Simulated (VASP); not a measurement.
# Mo (Fd-3m) in VASP: notebook, part 2 of 2

VASP 6.6.1. Earlier steps stand in the parts before.

## Step 4: Single point, r2SCAN (25.27 Å³/atom)

This run uses another cell than the first one, of 25.27 Å³/atom.

File POSCAR:

```
Mo
1.0
    0.0000000000      2.9345007570      2.9345007570
    2.9345007570      0.0000000000      2.9345007570
    2.9345007570      2.9345007570      0.0000000000
Mo
2
Direct
    0.1250000000      0.1250000000      0.1250000000
    0.8750000000      0.8750000000      0.8750000000
```

File INCAR.step1:

```
SYSTEM = Mo
ALGO = Normal
EDIFF = 1E-4
ENCUT = 520
GGA = PE
ISMEAR = -1
LASPH = .TRUE.
LCHARG = .FALSE.
LREAL = .FALSE.
LWAVE = .TRUE.
NBANDS = 21
NELM = 80
PREC = Accurate
SIGMA = 0.1
```

File INCAR.step2:

```
SYSTEM = Mo
ALGO = Normal
EDIFF = 1E-7
ENCUT = 520
ISIF = 2
ISMEAR = -1
ISTART = 1
LASPH = .TRUE.
LCHARG = .FALSE.
LMIXTAU = .TRUE.
LREAL = .FALSE.
LWAVE = .FALSE.
METAGGA = R2SCAN
NBANDS = 21
NELM = 80
PREC = Accurate
SIGMA = 0.1
```

File KPOINTS:

```
k-points
0
G
  11 11 11
  0 0 0
```

Potentials or basis: VASP PAW PBE potentials, release 64 (Mo_sv).

The run is started by

```bash
> cat potpaw_PBE.64/Mo_sv/POTCAR > POTCAR
> cp INCAR.step1 INCAR
> mpirun -np 1 vasp_std > vasp.out
> cp INCAR.step2 INCAR
> mpirun -np 1 vasp_std > vasp.out
```

OUTCAR:

```text
SYSTEM = Mo
   EDIFF = 1E-7
   ENCUT = 520
   ISIF = 2
   ISMEAR = -1
   ISTART = 1
   LASPH = .TRUE.
   LREAL = .FALSE.
   METAGGA = R2SCAN
   NELM = 80
   PREC = Accurate

 ion  position               nearest neighbor table
   1  0.125  0.125  0.125-   2 2.54   2 2.54   2 2.54   2 2.54
   2  0.875  0.875  0.875-   1 2.54   1 2.54   1 2.54   1 2.54

  LATTYP: Found a face centered cubic cell.
 ALAT       =     5.8690015140

  Lattice vectors:

 A1 = (   0.0000000000,   2.9345007570,   2.9345007570)
 A2 = (   2.9345007570,   0.0000000000,   2.9345007570)
 A3 = (   2.9345007570,   2.9345007570,   0.0000000000)

Analysis of symmetry for initial positions (statically):
=====================================================================
 Subroutine PRICEL returns:
 Original cell was already a primitive cell.

 Routine SETGRP: Setting up the symmetry group for a
 face centered cubic supercell.

 Subroutine GETGRP returns: Found 48 space group operations
 (whereof 12 operations were pure point group operations)
 out of a pool of 48 trial point group operations.

The static configuration has the point symmetry D_3d.
 The point group associated with its full space group is O_h .

Analysis of symmetry for dynamics (positions and initial velocities):
=====================================================================
 Subroutine PRICEL returns:
 Original cell was already a primitive cell.

 Routine SETGRP: Setting up the symmetry group for a
 face centered cubic supercell.

 Subroutine GETGRP returns: Found 48 space group operations
 (whereof 12 operations were pure point group operations)
 out of a pool of 48 trial point group operations.

The dynamic configuration has the point symmetry D_3d.
 The point group associated with its full space group is O_h .

 Subroutine INISYM returns: Found 48 space group operations
 (whereof 12 operations are pure point group operations),
 and found     1 'primitive' translations

----------------------------------------------------------------------------------------

                                     Primitive cell

  volume of cell :      50.5397

  direct lattice vectors                    reciprocal lattice vectors
     0.000000000  2.934500757  2.934500757    -0.170386734  0.170386734  0.170386734
     2.934500757  0.000000000  2.934500757     0.170386734 -0.170386734  0.170386734
     2.934500757  2.934500757  0.000000000     0.170386734  0.170386734 -0.170386734

  length of vectors
     4.150010769  4.150010769  4.150010769     0.295118480  0.295118480  0.295118480

  position of ions in fractional coordinates (direct lattice)
     0.125000000  0.125000000  0.125000000
     0.875000000  0.875000000  0.875000000

  ion indices of the primitive-cell ions
   primitive index   ion index
                 1           1
                 2           2

----------------------------------------------------------------------------------------

 KPOINTS: k-points

Automatic generation of k-mesh.
 Grid dimensions read from file:
 generate k-points for:   11   11   11

 Generating k-lattice:

  Cartesian coordinates                     Fractional coordinates (reciprocal lattice)
    -0.015489703  0.015489703  0.015489703     0.090909091  0.000000000  0.000000000
     0.015489703 -0.015489703  0.015489703     0.000000000  0.090909091  0.000000000
     0.015489703  0.015489703 -0.015489703     0.000000000  0.000000000  0.090909091

  Length of vectors
     0.026828953  0.026828953  0.026828953

  Shift w.r.t. Gamma in fractional coordinates (k-lattice)
     0.000000000  0.000000000  0.000000000

 Subroutine IBZKPT returns following result:
 ===========================================

 Found     56 irreducible k-points:

 Following reciprocal coordinates:
            Coordinates               Weight
  0.000000  0.000000  0.000000      1.000000
  0.090909  0.000000  0.000000      8.000000
  0.181818  0.000000  0.000000      8.000000
  0.272727  0.000000  0.000000      8.000000
  0.363636  0.000000  0.000000      8.000000
  0.454545  0.000000  0.000000      8.000000
[... 16 lines left out ...]
 -0.272727  0.181818  0.000000     24.000000
 -0.181818  0.181818  0.000000     12.000000
 [... further k-points ...]
   k-points           NKPTS =     56   k-points in BZ     NKDIM =     56   number of bands    NBANDS=     21
   number of dos      NEDOS =    301   number of ions     NIONS =      2
   total plane-waves  NPLWV =  32768
   dimension x,y,z NGX =    32 NGY =   32 NGZ =   32
   dimension x,y,z NGXF=    64 NGYF=   64 NGZF=   64
   ions per type =               2
   NGX,Y,Z   is equivalent  to a cutoff of  12.82, 12.82, 12.82 a.u.
   NGXF,Y,Z  is equivalent  to a cutoff of  25.64, 25.64, 25.64 a.u.
 SYSTEM =  Mo
   PREC   = accura    normal or accurate (medium, high low for compatibility)
   ISTART =      1    job   : 0-new  1-cont  2-samecut
   ICHARG =      0    charge: 1-file 2-atom 10-const
   ISPIN  =      1    spin polarized calculation?
   LNONCOLLINEAR =      F non collinear calculations
   LSORBIT =      F    spin-orbit coupling
   LASPH  =      T    aspherical Exc in radial PAW
   ENCUT  =  520.0 eV  38.22 Ry    6.18 a.u.   7.72  7.72  7.72*2*pi/ulx,y,z
   NELM   =     80;   NELMIN=  2; NELMDL=  0     # of ELM steps
   EDIFF  = 0.1E-06   stopping-criterion for ELM
   LREAL  =      F    real-space projection
   EDIFFG = 0.1E-05   stopping-criterion for IOM
   NSW    =      0    number of steps for IOM
   IBRION =     -1    ionic relax: 0-MD 1-quasi-New 2-CG
   NFREE  =      0    steps in history (QN), initial steepest desc. (CG)
   ISIF   =      2    stress and relaxation
   ISYM   =      2    0-nonsym 1-usesym 2-fastsym
   POTIM  = 0.5000    time-step for ionic-motion
   TEBEG  =    0.0;   TEEND  =   0.0 temperature during run
   PSTRESS=    0.0 pullay stress
   NELECT =      28.0000    total number of electrons
   NUPDOWN=      -1.0000    fix difference up-down
   EMIN   =  10.00;   EMAX   =-10.00  energy-range for DOS
   EFERMI =   0.00;   METHOD = LEGACY
   ISMEAR =    -1;   SIGMA  =   0.10  broadening in eV -4-tet -1-fermi 0-gaus
   EFERMI_NEDOS =   21; number of points for ismear=-14 and -15
   IALGO  =     38    algorithm
   IMIX   =      4    mixing-type and parameters
     AMIX     =   0.40;   BMIX     =  1.00
     AMIX_MAG =   1.60;   BMIX_MAG =  1.00
  volume/ion in A,a.u.               =      25.27       170.53
  Fermi-wavevector in a.u.,A,eV,Ry     =   1.344570  2.540868 24.597529  1.807867
  Thomas-Fermi vector in A             =   2.472553
   LORBIT       =      0    0 simple, 1 ext, 2 COOP (PROOUT), +10 PAW based schemes
   METAGGA = R2SCAN    functional components
   LHFCALC =     F    Hartree Fock is set to
   AEXX    =    0.0000 exact exchange contribution
   IVDW    =     0    specifies the selected vdW correction
   LEPSILON=     F    determine dielectric tensor
   LRPA    =     F    only Hartree local field effects (RPA)
 non-spin polarized calculation
  energy-cutoff  :      520.00
  volume of cell :       50.54
 maximum number of plane-waves:      1379
   NGX = 15   NGY = 15   NGZ = 15

 number of electron      28.0000002 magnetization

 Free energy of the ion-electron system (eV)
  ---------------------------------------------------
  ext. energy  EPLUGINS =         0.00000000
  ---------------------------------------------------
  free energy    TOTEN  =       -47.35546988 eV

  energy without entropy =      -47.25726380  energy(sigma->0) =      -47.30636684

 E-fermi :   5.8222     XC(G=0): -11.0855

 val. band max:        5.8135401315   @ k =  -0.3636   0.4545   0.0909
 cond. band min:       5.8279325038   @ k =   0.3636   0.0000   0.0000
 fundamental gap:      0.0143923723
 Fermi energy:         5.8221780765

 k-point     1 :       0.0000    0.0000    0.0000
  band No.  band energies     occupation
      1     -56.4382      2.00000
      2     -55.8957      2.00000
      3     -30.0762      2.00000
      4     -30.0762      2.00000
      5     -30.0762      2.00000
      6     -29.1361      2.00000
[... 13 lines left out ...]
     20      17.6072      0.00000
     21      18.1421      0.00000
[... 529 lines left out ...]
 k-point    24 :      -0.1818    0.1818    0.0000
  band No.  band energies     occupation
      1     -56.3606      2.00000
      2     -55.9767      2.00000
      3     -30.2047      2.00000
      4     -30.1375      2.00000
      5     -30.0046      2.00000
      6     -29.2084      2.00000
[... 13 lines left out ...]
     20      14.1045      0.00000
     21      14.3422      0.00000

 [... further k-points ...]

------------------------ aborting loop because EDIFF is reached ----------------------------------------

  FORCE on cell =-STRESS in cart. coord.  units (eV):
  Direction    XX          YY          ZZ          XY          YZ          ZX
  --------------------------------------------------------------------------------------
  -------------------------------------------------------------------------------------
  Total       -2.9941903     -2.9941903     -2.9941903      0.0000000      0.0000000      0.0000000
  in kB      -94.9199094    -94.9199094    -94.9199094      0.0000000      0.0000000      0.0000000
  external PRESSURE =     -94.9199094 kB  Pullay stress =       0.0000000 kB

 VOLUME and BASIS-vectors are now :
 -----------------------------------------------------------------------------
  energy-cutoff  :      520.00
  volume of cell :       50.54
      direct lattice vectors                 reciprocal lattice vectors
     0.000000000  2.934500757  2.934500757    -0.170386734  0.170386734  0.170386734
     2.934500757  0.000000000  2.934500757     0.170386734 -0.170386734  0.170386734
     2.934500757  2.934500757  0.000000000     0.170386734  0.170386734 -0.170386734

 POSITION                                       TOTAL-FORCE (eV/Angst)
 -----------------------------------------------------------------------------------
      0.73363      0.73363      0.73363        -0.000000     -0.000000     -0.000000
      5.13538      5.13538      5.13538         0.000000      0.000000      0.000000
 -----------------------------------------------------------------------------------
    total drift:                                0.000000      0.000000     -0.000000

  FREE ENERGIE OF THE ION-ELECTRON SYSTEM (eV)
  ---------------------------------------------------
  free  energy   TOTEN  =       -47.3554698824 eV

  energy  without entropy=      -47.2572638049  energy(sigma->0) =      -47.30636684
```

It took 86 s on 1 thread of Intel Xeon 6975P-C (Granite Rapids), shared host; peak memory 0.2 GiB.

Results:

```yaml
Free_energy: -47.3555 eV
Pressure: -9.5 GPa
Band_gap_on_the_k_mesh: zero (bands 14 and 15 overlap by 0.52 eV)
```

Levels at points of the mesh, in eV from the Fermi level:
```
           k point  band 11  band 12  band 13  band 14  band 15  band 16  band 17  band 18
(0.00, 0.00, 0.00)    -1.87    -1.30    -1.30    -1.30     1.32     1.32     1.32     4.20
```

Caveat: the cell stands under tension; the PAW data sets were made with another functional, which shifts forces and pressure a little.

## Step 5: Single point, r2SCAN

This run uses another cell than the first one, of 22.56 Å³/atom.

File POSCAR:

```
Mo
1.0
    0.0000000000      2.8257140975      2.8257140975
    2.8257140975      0.0000000000      2.8257140975
    2.8257140975      2.8257140975      0.0000000000
Mo
2
Direct
    0.1250000000      0.1250000000      0.1250000000
    0.8750000000      0.8750000000      0.8750000000
```

File INCAR.step1:

```
SYSTEM = Mo
  PREC = Accurate
  ENCUT = 520
  ISMEAR = -1
  SIGMA = 0.1
  LREAL = .False.
  LASPH = .True.
  NELM = 60
  NBANDS = 21
  GGA = PE
  ALGO = Normal
  EDIFF = 1E-4
  LWAVE = .True.
  LCHARG = .False.
```

File INCAR.step2:

```
SYSTEM = Mo
  PREC = Accurate
  ENCUT = 520
  EDIFF = 1E-6
  ISMEAR = -1
  SIGMA = 0.1
  LREAL = .False.
  LASPH = .True.
  NELM = 60
  ALGO = Normal
  ISIF = 2
  LWAVE = .False.
  LCHARG = .True.
  METAGGA = R2SCAN
  LMIXTAU = .True.
  LELF = .True.
  LVHAR = .True.
  NBANDS = 21
  ISTART = 1
```

File KPOINTS:

```
regular mesh
0
Gamma
  16 16 16
  0 0 0
```

The run is started by

```bash
> cat potpaw_PBE.64/Mo_sv/POTCAR > POTCAR
> cp INCAR.step1 INCAR
> mpirun -np 1 vasp_std > vasp.out
> cp INCAR.step2 INCAR
> mpirun -np 1 vasp_std > vasp.out
```

Wall time 4 min (1 thread of Intel Xeon 6975P-C (Granite Rapids), shared host); peak memory 0.25 GiB.

The run converged. Its results:

* Free energy: -47.5185 eV
* Pressure: 0.8 GPa
* Band gap on the k mesh: zero (bands 14 and 15 overlap by 0.60 eV)

Levels at points of the mesh, in eV from the Fermi level:
```tsv
k point	band 10	band 11	band 12	band 13	band 14	band 15	band 16	band 17	band 18	band 19
(0.00, 0.00, 0.00)	-2.33	-2.33	-1.47	-1.47	-1.47	1.43	1.43	1.43	4.75	4.75
(0.50, 0.00, 0.00)	-2.24	-2.06	-2.06	-1.74	-1.74	0.40	2.49	2.49	3.92	3.92
(0.50, 0.50, 0.00)	-3.18	-1.70	-1.70	0.01	0.01	0.66	0.66	4.24	4.24	5.37
```

Caveat: the PAW data sets were made with another functional, which shifts forces and pressure a little.

## Step 6: Relaxation of cell and atoms, r2SCAN

This run uses another cell than the first one, of 21.04 Å³/atom.

File POSCAR:

```
Mo
1.0
    0.0000000000      2.7608283082      2.7608283082
    2.7608283082      0.0000000000      2.7608283082
    2.7608283082      2.7608283082      0.0000000000
Mo
2
Direct
    0.1250000000      0.1250000000      0.1250000000
    0.8750000000      0.8750000000      0.8750000000
```

File INCAR.step1:

```
PREC     = Accurate       # precision mode
ENCUT    = 600            # plane-wave cutoff, eV
ISMEAR   = -1             # smearing method
SIGMA    = 0.1            # smearing width, eV
LREAL    = F              # projectors in reciprocal space
LASPH    = T              # aspherical terms in the spheres
NELM     = 60             # most SCF steps
GGA      = PE             # functional
ALGO     = Normal         # electronic algorithm
EDIFF    = 1E-4           # SCF threshold, eV
LWAVE    = T              # write WAVECAR
LCHARG   = F              # write CHGCAR
```

File INCAR.step2:

```
PREC     = Accurate       # precision mode
ENCUT    = 600            # plane-wave cutoff, eV
EDIFF    = 1E-6           # SCF threshold, eV
ISMEAR   = -1             # smearing method
SIGMA    = 0.1            # smearing width, eV
LREAL    = F              # projectors in reciprocal space
LASPH    = T              # aspherical terms in the spheres
NELM     = 60             # most SCF steps
ALGO     = Normal         # electronic algorithm
ISIF     = 3              # what is computed and relaxed
LWAVE    = F              # write WAVECAR
LCHARG   = F              # write CHGCAR
METAGGA  = R2SCAN         # meta-GGA
LMIXTAU  = T            
IBRION   = 2              # ionic algorithm
NSW      = 80             # ionic steps
EDIFFG   = -0.01          # ionic threshold
ISTART   = 1
```

File KPOINTS:

```
regular mesh
0
Gamma
  10 10 10
```

Potentials or basis: VASP PAW PBE potentials, release 64 (Mo_sv).

The run is started by

```bash
> cat potpaw_PBE.64/Mo_sv/POTCAR > POTCAR
> cp INCAR.step1 INCAR
> mpirun -np 1 vasp_std > vasp.out
> cp INCAR.step2 INCAR
> mpirun -np 1 vasp_std > vasp.out
```

Run time: 3.4 min. Hardware: 1 thread of Intel Xeon 6975P-C (Granite Rapids), shared host; peak memory 0.2 GiB.

Results (log left out):

| Quantity | Value |
| --- | --- |
| Free energy | -47.5145 eV |
| Relaxed volume | 22.72 Å³/atom |
| Relaxed cell | a = 4.005 Å, b = 4.005 Å, c = 4.005 Å, α = 60.00°, β = 60.00°, γ = 60.00° |
| Space group after relaxing (to 0.1 Å) | Fd-3m (No. 227) |
| Energy gained by relaxing | 48.2 meV/atom |
| Ionic steps | 4 |
| Pressure after relaxing | 0.0 GPa |
| Band gap on the k mesh | zero (bands 14 and 15 overlap by 0.42 eV) |

The path:
```csv
step,energy change (eV),largest force (eV/Å),pressure (GPa),volume (Å³)
1,0.0000,0.0000,9.89,42.09
2,0.0673,0.0000,-9.45,50.51
3,-0.0963,0.0000,-0.20,45.51
4,-0.0963,0.0000,-0.02,45.44
```

Final structure:
```
Mo
1.0
     0.00000    2.83223    2.83223
     2.83223    0.00000    2.83223
     2.83223    2.83223    0.00000
Mo
2
Direct
  0.12500 0.12500 0.12500
  0.87500 0.87500 0.87500
```

Levels at points of the mesh, in eV from the Fermi level:
| k point | band 11 | band 12 | band 13 | band 14 | band 15 | band 16 | band 17 | band 18 |
| --- | --- | --- | --- | --- | --- | --- | --- | --- |
| (0.00, 0.00, 0.00) | -2.30 | -1.46 | -1.46 | -1.46 | 1.42 | 1.42 | 1.42 | 4.72 |
| (0.50, 0.00, 0.00) | -2.03 | -2.03 | -1.72 | -1.72 | 0.40 | 2.47 | 2.47 | 3.90 |
| (0.50, 0.50, 0.00) | -1.68 | -1.68 | 0.00 | 0.00 | 0.67 | 0.67 | 4.22 | 4.22 |

Caveat: the PAW data sets were made with another functional, which shifts forces and pressure a little.

## Step 7: The runs side by side

```csv
task,cell,k mesh,cutoff (eV),gap on the mesh (eV),pressure (GPa)
single point,"a = 4.049 Å, angles 60.0°, 2 atoms",11 × 11 × 11,520,none,-3.3
single point,"a = 4.100 Å, angles 60.0°, 2 atoms",11 × 11 × 11,520,none,-6.7
single point,"a = 4.150 Å, angles 60.0°, 2 atoms",11 × 11 × 11,520,none,-9.5
single point,"a = 3.996 Å, angles 60.0°, 2 atoms",16 × 16 × 16,520,none,0.8
relaxation of cell and atoms,"relaxed from a = 3.904 Å, angles 60.0°, 2 atoms",10 × 10 × 10,600,none,0.0
```

Alike in all rows: level r2SCAN; potentials or basis VASP PAW PBE potentials, release 64 (Mo_sv); no spin polarisation; smearing fermi-dirac 0.1 eV.

Caveats: the PAW data sets were made with another functional, which shifts forces and pressure a little; the cell stands under tension (at least some runs).

Total energies depend on the potentials used, so only differences within one code and one set of settings carry meaning.

The gap in the log of VASP goes by the Fermi energy; the results here count the filled bands.